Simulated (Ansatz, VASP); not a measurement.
Two plane-wave programs on PbF2

```
CELL_PARAMETERS angstrom
0.00000 2.90000 2.90000
2.90000 0.00000 2.90000
2.90000 2.90000 0.00000
ATOMIC_POSITIONS crystal
Pb 0.00000 0.00000 0.00000
F 0.25000 0.25000 0.25000
F 0.75000 0.75000 0.75000
```

Alike in both runs: task single point; functional r2SCAN; k mesh 6 × 6 × 6; no spin polarisation.

|  | VASP | Ansatz |
| --- | --- | --- |
| version | VASP 6.6.1 | Ansatz 0.2.0 |
| potentials or method | VASP PAW PBE potentials, release 64 (Pb_d, F) | plane waves, PAW |
| plane-wave cutoff (eV) | 520 | 500 |
| occupations | gaussian, width 0.01 eV | fixed |
| valence electrons in the cell | 28 | 28 |

Ansatz gave:

| Item | Value |
| --- | --- |
| gap on the k mesh at the Fermi level (eV) | 4.93 |
| pressure (GPa) | 5.6 |

Question: Which values does VASP return?

Answer: gap on the k mesh at the Fermi level (eV): 4.93; pressure (GPa): 5.5.

VASP's potentials were made for PBE, not for r2SCAN.

Spin-orbit coupling is off throughout.
